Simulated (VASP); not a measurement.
# Ru (P6_3/mmc) in VASP: further runs

The runs below take Ru through single point, with PBE.

Program: VASP 6.6.1. These are calculated values, not measurements. Logs are shortened: lines on timing, memory, paths and dates and some standing lists are left out, and cuts for length are marked.

## 1. The cell of the first run

The structure is hexagonal, space group P6_3/mmc (No. 194). Conventional cell: a = 2.584 Å, b = 2.584 Å, c = 4.189 Å, α = 90.00°, β = 90.00°, γ = 120.00°. Ru (site symmetry -6m2) has 12 Ru at 2.57 to 2.58 Å within 3.4 Å.

## 2. Single point, PBE (strain -0.050 along x and y, -0.025 along z)

INCAR

```
  PREC = Accurate
  ENCUT = 520
  EDIFF = 1E-6
  ISMEAR = 0
  SIGMA = 0.15
  LREAL = F
  LASPH = T
  NELM = 60
  ALGO = Fast
  ISIF = 2
  LWAVE = F
  LCHARG = T
  GGA = PE
  LELF = T
  LVHAR = T
  NBANDS = 21
```

KPOINTS

```
regular mesh
0
Gamma
  24 24 14
```

POSCAR

```
Ru
1.0
    2.5840238363      0.0000000000      0.0000000000
   -1.2920119181      2.2378302863      0.0000000000
    0.0000000000      0.0000000000      4.1893502591
Ru
2
Direct
    0.3333333333      0.6666666667      0.2500000000
    0.6666666667      0.3333333333      0.7500000000
```

Potentials or basis: VASP PAW PBE potentials, release 64 (Ru_pv).

Launch:

```console
$ cat potpaw_PBE.64/Ru_pv/POTCAR > POTCAR
$ mpirun -np 1 vasp_std > vasp.out
```

OUTCAR:

```text
PREC = Accurate
   ENCUT = 520
   EDIFF = 1E-6
   ISMEAR = 0
   LREAL = F
   LASPH = T
   NELM = 60
   ISIF = 2
   GGA = PE

 ion  position               nearest neighbor table
   1  0.333  0.667  0.250-   2 2.57   2 2.57   2 2.57   2 2.57   2 2.57   2 2.57
   2  0.667  0.333  0.750-   1 2.57   1 2.57   1 2.57   1 2.57   1 2.57   1 2.57

  LATTYP: Found a hexagonal cell.
 ALAT       =     2.5840238363
 C/A-ratio  =     1.6212506248

  Lattice vectors:

 A1 = (   2.5840238363,   0.0000000000,   0.0000000000)
 A2 = (  -1.2920119181,   2.2378302863,   0.0000000000)
 A3 = (   0.0000000000,   0.0000000000,   4.1893502591)

Analysis of symmetry for initial positions (statically):
=====================================================================
 Subroutine PRICEL returns:
 Original cell was already a primitive cell.

 Routine SETGRP: Setting up the symmetry group for a
 hexagonal supercell.

 Subroutine GETGRP returns: Found 24 space group operations
 (whereof 12 operations were pure point group operations)
 out of a pool of 24 trial point group operations.

The static configuration has the point symmetry D_3d.
 The point group associated with its full space group is D_6h.

Analysis of symmetry for dynamics (positions and initial velocities):
=====================================================================
 Subroutine PRICEL returns:
 Original cell was already a primitive cell.

 Routine SETGRP: Setting up the symmetry group for a
 hexagonal supercell.

 Subroutine GETGRP returns: Found 24 space group operations
 (whereof 12 operations were pure point group operations)
 out of a pool of 24 trial point group operations.

The dynamic configuration has the point symmetry D_3d.
 The point group associated with its full space group is D_6h.

 Subroutine INISYM returns: Found 24 space group operations
 (whereof 12 operations are pure point group operations),
 and found     1 'primitive' translations

----------------------------------------------------------------------------------------

                                     Primitive cell

  volume of cell :      24.2254

  direct lattice vectors                    reciprocal lattice vectors
     2.584023836  0.000000000  0.000000000     0.386993334  0.223430706  0.000000000
    -1.292011918  2.237830286  0.000000000     0.000000000  0.446861411  0.000000000
     0.000000000  0.000000000  4.189350259     0.000000000  0.000000000  0.238700500

  length of vectors
     2.584023836  2.584023836  4.189350259     0.446861411  0.446861411  0.238700500

  position of ions in fractional coordinates (direct lattice)
     0.333333333  0.666666667  0.250000000
     0.666666667  0.333333333  0.750000000

  ion indices of the primitive-cell ions
   primitive index   ion index
                 1           1
                 2           2

----------------------------------------------------------------------------------------

 KPOINTS: regular mesh

Automatic generation of k-mesh.
 Grid dimensions read from file:
 generate k-points for:   24   24   14

 Generating k-lattice:

  Cartesian coordinates                     Fractional coordinates (reciprocal lattice)
     0.016124722  0.009309613  0.000000000     0.041666667  0.000000000  0.000000000
     0.000000000  0.018619225  0.000000000     0.000000000  0.041666667  0.000000000
     0.000000000  0.000000000  0.017050036     0.000000000  0.000000000  0.071428571

  Length of vectors
     0.018619225  0.018619225  0.017050036

  Shift w.r.t. Gamma in fractional coordinates (k-lattice)
     0.000000000  0.000000000  0.000000000

 Subroutine IBZKPT returns following result:
 ===========================================

 Found    488 irreducible k-points:

 Following reciprocal coordinates:
            Coordinates               Weight
  0.000000  0.000000  0.000000      1.000000
  0.041667  0.000000  0.000000      6.000000
  0.083333  0.000000  0.000000      6.000000
  0.125000  0.000000  0.000000      6.000000
  0.166667 -0.000000  0.000000      6.000000
  0.208333  0.000000  0.000000      6.000000
[... 16 lines left out ...]
  0.416667  0.041667  0.000000     12.000000
  0.458333  0.041667  0.000000     12.000000
 [... further k-points ...]
   k-points           NKPTS =    488   k-points in BZ     NKDIM =    488   number of bands    NBANDS=     21
   number of dos      NEDOS =    301   number of ions     NIONS =      2
   total plane-waves  NPLWV =  12800
   dimension x,y,z NGX =    20 NGY =   20 NGZ =   32
   dimension x,y,z NGXF=    40 NGYF=   40 NGZF=   64
   ions per type =               2
   NGX,Y,Z   is equivalent  to a cutoff of  12.87, 12.87, 12.70 a.u.
   NGXF,Y,Z  is equivalent  to a cutoff of  25.73, 25.73, 25.40 a.u.
 SYSTEM =  unknown system
   PREC   = accura    normal or accurate (medium, high low for compatibility)
   ISTART =      0    job   : 0-new  1-cont  2-samecut
   ICHARG =      2    charge: 1-file 2-atom 10-const
   ISPIN  =      1    spin polarized calculation?
   LNONCOLLINEAR =      F non collinear calculations
   LSORBIT =      F    spin-orbit coupling
   LASPH  =      T    aspherical Exc in radial PAW
   ENCUT  =  520.0 eV  38.22 Ry    6.18 a.u.   4.80  4.80  7.79*2*pi/ulx,y,z
   NELM   =     60;   NELMIN=  2; NELMDL= -5     # of ELM steps
   EDIFF  = 0.1E-05   stopping-criterion for ELM
   LREAL  =      F    real-space projection
   EDIFFG = 0.1E-04   stopping-criterion for IOM
   NSW    =      0    number of steps for IOM
   IBRION =     -1    ionic relax: 0-MD 1-quasi-New 2-CG
   NFREE  =      0    steps in history (QN), initial steepest desc. (CG)
   ISIF   =      2    stress and relaxation
   ISYM   =      2    0-nonsym 1-usesym 2-fastsym
   POTIM  = 0.5000    time-step for ionic-motion
   TEBEG  =    0.0;   TEEND  =   0.0 temperature during run
   PSTRESS=    0.0 pullay stress
   NELECT =      28.0000    total number of electrons
   NUPDOWN=      -1.0000    fix difference up-down
   EMIN   =  10.00;   EMAX   =-10.00  energy-range for DOS
   EFERMI =   0.00;   METHOD = LEGACY
   ISMEAR =     0;   SIGMA  =   0.15  broadening in eV -4-tet -1-fermi 0-gaus
   EFERMI_NEDOS =   21; number of points for ismear=-14 and -15
   IALGO  =     68    algorithm
   IMIX   =      4    mixing-type and parameters
     AMIX     =   0.40;   BMIX     =  1.00
     AMIX_MAG =   1.60;   BMIX_MAG =  1.00
  volume/ion in A,a.u.               =      12.11        81.74
  Fermi-wavevector in a.u.,A,eV,Ry     =   1.718056  3.246656 40.160555  2.951718
  Thomas-Fermi vector in A             =   2.794941
   LORBIT       =      0    0 simple, 1 ext, 2 COOP (PROOUT), +10 PAW based schemes
   GGA     = PE    functional components
   LHFCALC =     F    Hartree Fock is set to
   AEXX    =    0.0000 exact exchange contribution
   IVDW    =     0    specifies the selected vdW correction
   LEPSILON=     F    determine dielectric tensor
   LRPA    =     F    only Hartree local field effects (RPA)
 non-spin polarized calculation
 RMM-DIIS sequential band-by-band and
 Gauss-broadening in eV      SIGMA  =   0.15
  energy-cutoff  :      520.00
  volume of cell :       24.23
 maximum number of plane-waves:       671
 NGX is ok and might be reduce to    20
   NGX =  9   NGY =  9   NGZ = 15

 number of electron      28.0000001 magnetization

 Free energy of the ion-electron system (eV)
  ---------------------------------------------------
  ext. energy  EPLUGINS =         0.00000000
  ---------------------------------------------------
  free energy    TOTEN  =       -17.96111772 eV

  energy without entropy =      -17.94396565  energy(sigma->0) =      -17.95254169

 E-fermi :  15.0562     XC(G=0): -14.8407

 val. band max:       15.0559363654   @ k =   0.4167   0.0833   0.2857
 cond. band min:      15.0585582956   @ k =   0.2083   0.0833   0.2857
 fundamental gap:      0.0026219303
 Fermi energy:        15.0562103974

 k-point     1 :       0.0000    0.0000    0.0000
  band No.  band energies     occupation
      1     -29.0638      2.00000
      2     -27.7169      2.00000
      3     -27.7169      2.00000
      4     -27.5049      2.00000
      5     -27.5049      2.00000
      6     -27.4904      2.00000
[... 13 lines left out ...]
     20      25.3446      0.00000
     21      26.5123      0.00000

 k-point     2 :       0.0417    0.0000    0.0000
  band No.  band energies     occupation
      1     -29.0552      2.00000
      2     -27.7374      2.00000
      3     -27.7235      2.00000
      4     -27.5261      2.00000
      5     -27.5078      2.00000
      6     -27.4937      2.00000
[... 13 lines left out ...]
     20      25.3446      0.00000
     21      26.5016      0.00000

 k-point     3 :       0.0833    0.0000    0.0000
  band No.  band energies     occupation
      1     -29.0299      2.00000
      2     -27.7973      2.00000
      3     -27.7424      2.00000
      4     -27.5877      2.00000
      5     -27.5164      2.00000
      6     -27.5037      2.00000
[... 13 lines left out ...]
     20      25.3446      0.00000
     21      26.4656      0.00000

 k-point     4 :       0.1250    0.0000    0.0000
  band No.  band energies     occupation
      1     -28.9886      2.00000
      2     -27.8924      2.00000
      3     -27.7721      2.00000
      4     -27.6844      2.00000
      5     -27.5306      2.00000
      6     -27.5206      2.00000
[... 13 lines left out ...]
     20      25.3446      0.00000
     21      26.3962      0.00000

 k-point     5 :       0.1667   -0.0000    0.0000
  band No.  band energies     occupation
      1     -28.9328      2.00000
      2     -28.0160      2.00000
      3     -27.8098      2.00000
      4     -27.8082      2.00000
      5     -27.5498      2.00000
      6     -27.5445      2.00000
[... 13 lines left out ...]
     20      25.3446      0.00000
     21      26.2905      0.00000

 k-point     6 :       0.2083    0.0000    0.0000
  band No.  band energies     occupation
      1     -28.8645      2.00000
      2     -28.1595      2.00000
      3     -27.9492      2.00000
      4     -27.8528      2.00000
      5     -27.5755      2.00000
      6     -27.5729      2.00000
[... 13 lines left out ...]
     20      25.3445      0.00000
     21      26.1560      0.00000

 k-point     7 :       0.2500    0.0000    0.0000
  band No.  band energies     occupation
      1     -28.7863      2.00000
      2     -28.3128      2.00000
      3     -28.0970      2.00000
      4     -27.8978      2.00000
      5     -27.6137      2.00000
      6     -27.5983      2.00000
[... 13 lines left out ...]
     20      25.3446      0.00000
     21      26.0093      0.00000
[... 291 lines left out ...]
      1     -28.6524      2.00000
      2     -28.5355      2.00000
      3     -28.3159      2.00000
      4     -27.9673      2.00000
      5     -27.6858      2.00000
      6     -27.6486      2.00000
[... 13 lines left out ...]
     20      25.3445      0.00000
     21      25.8129      0.00000

 k-point    21 :       0.3333    0.0417    0.0000
  band No.  band energies     occupation
      1     -28.6661      2.00000
      2     -28.5650      2.00000
      3     -28.4335      2.00000
      4     -28.0078      2.00000
      5     -27.7381      2.00000
      6     -27.6725      2.00000
[... 13 lines left out ...]
     20      26.0072      0.00000
     21      27.5597      0.00000

 k-point    22 :       0.3750    0.0417    0.0000
  band No.  band energies     occupation
      1     -28.7721      2.00000
      2     -28.5285      2.00000
      3     -28.4831      2.00000
      4     -28.0402      2.00000
      5     -27.7913      2.00000
      6     -27.6922      2.00000
[... 13 lines left out ...]
     20      26.8950      0.00000
     21      27.0004      0.00000

 k-point    23 :       0.4167    0.0417    0.0000
  band No.  band energies     occupation
      1     -28.8466      2.00000
      2     -28.5950      2.00000
      3     -28.4157      2.00000
      4     -28.0628      2.00000
      5     -27.8384      2.00000
      6     -27.7061      2.00000
[... 13 lines left out ...]
     20      27.0749      0.00000
     21      27.5862      0.00000

 k-point    24 :       0.4583    0.0417    0.0000
  band No.  band energies     occupation
      1     -28.8850      2.00000
      2     -28.6292      2.00000
      3     -28.3757      2.00000
      4     -28.0744      2.00000
      5     -27.8678      2.00000
      6     -27.7134      2.00000
[... 13 lines left out ...]
     20      27.2859      0.00000
     21      27.9834      0.00000

 [... further k-points ...]

------------------------ aborting loop because EDIFF is reached ----------------------------------------

  FORCE on cell =-STRESS in cart. coord.  units (eV):
  Direction    XX          YY          ZZ          XY          YZ          ZX
  --------------------------------------------------------------------------------------
  -------------------------------------------------------------------------------------
  Total        8.9779031      8.9779031      6.7068458      0.0000000     -0.0000000     -0.0000000
  in kB      593.7657778    593.7657778    443.5663251      0.0000000     -0.0000000     -0.0000000
  external PRESSURE =     543.6992936 kB  Pullay stress =       0.0000000 kB

 VOLUME and BASIS-vectors are now :
 -----------------------------------------------------------------------------
  energy-cutoff  :      520.00
  volume of cell :       24.23
      direct lattice vectors                 reciprocal lattice vectors
     2.584023836  0.000000000  0.000000000     0.386993334  0.223430706  0.000000000
    -1.292011918  2.237830286  0.000000000     0.000000000  0.446861411  0.000000000
     0.000000000  0.000000000  4.189350259     0.000000000  0.000000000  0.238700500

 POSITION                                       TOTAL-FORCE (eV/Angst)
 -----------------------------------------------------------------------------------
     -0.00000      1.49189      1.04734        -0.000000     -0.000000      0.000000
      1.29201      0.74594      3.14201         0.000000      0.000000      0.000000
 -----------------------------------------------------------------------------------
    total drift:                               -0.000000      0.000000     -0.000000

  FREE ENERGIE OF THE ION-ELECTRON SYSTEM (eV)
  ---------------------------------------------------
  free  energy   TOTEN  =       -17.9611177186 eV

  energy  without entropy=      -17.9439656548  energy(sigma->0) =      -17.95254169
```

Run time: 4.5 min. Hardware: 1 thread of AMD EPYC 7R43 (Zen 3), shared host; peak memory 0.25 GiB.

What came out:

| Item | Value |
| --- | --- |
| Free energy | -17.9611 eV |
| Pressure | 54.4 GPa |
| Band gap on the k mesh | zero (bands 14 and 15 overlap by 3.93 eV) |

Caveat: the cell differs from its parent crystal (strain -0.050 along x and y, -0.025 along z); the cell stands under pressure.

## 3. Single point, PBE (strain -0.050 along x and y, +0.000 along z)

INCAR

```
SYSTEM = Ru
PREC = Accurate
ENCUT = 520
EDIFF = 1E-6
ISMEAR = 0
SIGMA = 0.15
LREAL = .False.
LASPH = .True.
NELM = 80
ALGO = Fast
ISIF = 2
LWAVE = .False.
LCHARG = .False.
GGA = PE
NBANDS = 21
```

KPOINTS

```
regular mesh
0
Gamma
  24 24 14
  0 0 0
```

POSCAR, as its differences from that of step 2:

```diff
@@ -4,3 +4,3 @@
    -1.2920119181      2.2378302863      0.0000000000
-    0.0000000000      0.0000000000      4.1893502591
+    0.0000000000      0.0000000000      4.2967694965
 Ru
```

Potentials or basis: VASP PAW PBE potentials, release 64 (Ru_pv).

Launch:

```console
$ cat potpaw_PBE.64/Ru_pv/POTCAR > POTCAR
$ mpirun -np 1 vasp_std > vasp.out
```

OUTCAR:

```text
SYSTEM = Ru
   PREC = Accurate
   ENCUT = 520
   EDIFF = 1E-6
   ISMEAR = 0
   LREAL = .False.
   LASPH = .True.
   NELM = 80
   ISIF = 2
   GGA = PE

 ion  position               nearest neighbor table
   1  0.333  0.667  0.250-   2 2.62   2 2.62   2 2.62   2 2.62   2 2.62   2 2.62
   2  0.667  0.333  0.750-   1 2.62   1 2.62   1 2.62   1 2.62   1 2.62   1 2.62

  LATTYP: Found a hexagonal cell.
 ALAT       =     2.5840238363
 C/A-ratio  =     1.6628211536

  Lattice vectors:

[... 768 lines left out ...]

  FORCE on cell =-STRESS in cart. coord.  units (eV):
  Direction    XX          YY          ZZ          XY          YZ          ZX
  --------------------------------------------------------------------------------------
  -------------------------------------------------------------------------------------
  Total        8.0223658      8.0223658      3.2348356      0.0000000      0.0000000      0.0000000
  in kB      517.3057726    517.3057727    208.5917276      0.0000000      0.0000000      0.0000000
  external PRESSURE =     414.4010910 kB  Pullay stress =       0.0000000 kB

 VOLUME and BASIS-vectors are now :
 -----------------------------------------------------------------------------
  energy-cutoff  :      520.00
  volume of cell :       24.85
      direct lattice vectors                 reciprocal lattice vectors
     2.584023836  0.000000000  0.000000000     0.386993334  0.223430706  0.000000000
    -1.292011918  2.237830286  0.000000000     0.000000000  0.446861411  0.000000000
     0.000000000  0.000000000  4.296769496     0.000000000  0.000000000  0.232732987

 POSITION                                       TOTAL-FORCE (eV/Angst)
 -----------------------------------------------------------------------------------
     -0.00000      1.49189      1.07419         0.000000     -0.000000      0.000000
      1.29201      0.74594      3.22258        -0.000000      0.000000      0.000000
 -----------------------------------------------------------------------------------
    total drift:                               -0.000000      0.000000     -0.000000

  FREE ENERGIE OF THE ION-ELECTRON SYSTEM (eV)
  ---------------------------------------------------
  free  energy   TOTEN  =       -18.0867078675 eV

  energy  without entropy=      -18.0708700972  energy(sigma->0) =      -18.07878898
```

Wall time 5.6 min (1 thread of AMD EPYC 7R43 (Zen 3), shared host); peak memory 0.26 GiB.

What came out:

| Property | Result |
| --- | --- |
| Free energy | -18.0867 eV |
| Pressure | 41.4 GPa |
| Band gap on the k mesh | zero (bands 14 and 15 overlap by 3.65 eV) |

Stress tensor (GPa, compression positive):
```
51.73  0.00  0.00
 0.00 51.73  0.00
 0.00  0.00 20.86
```

Levels at points of the mesh, in eV from the Fermi level:
```csv
k point,band 12,band 13,band 14,band 15,band 16,band 17
"(0.00, 0.00, 0.00)",-2.28,-2.28,-1.17,-1.17,0.81,1.36
"(0.50, 0.00, 0.00)",-1.98,-1.76,1.98,2.00,2.37,4.70
"(0.00, 0.00, 0.50)",-3.00,-3.00,-3.00,0.62,0.62,0.62
"(0.50, 0.00, 0.50)",-1.02,0.52,0.52,2.21,2.21,3.81
```

Caveat: the cell differs from its parent crystal (strain -0.050 along x and y, +0.000 along z); the cell stands under pressure.

(Continued in part 2 of 2.)
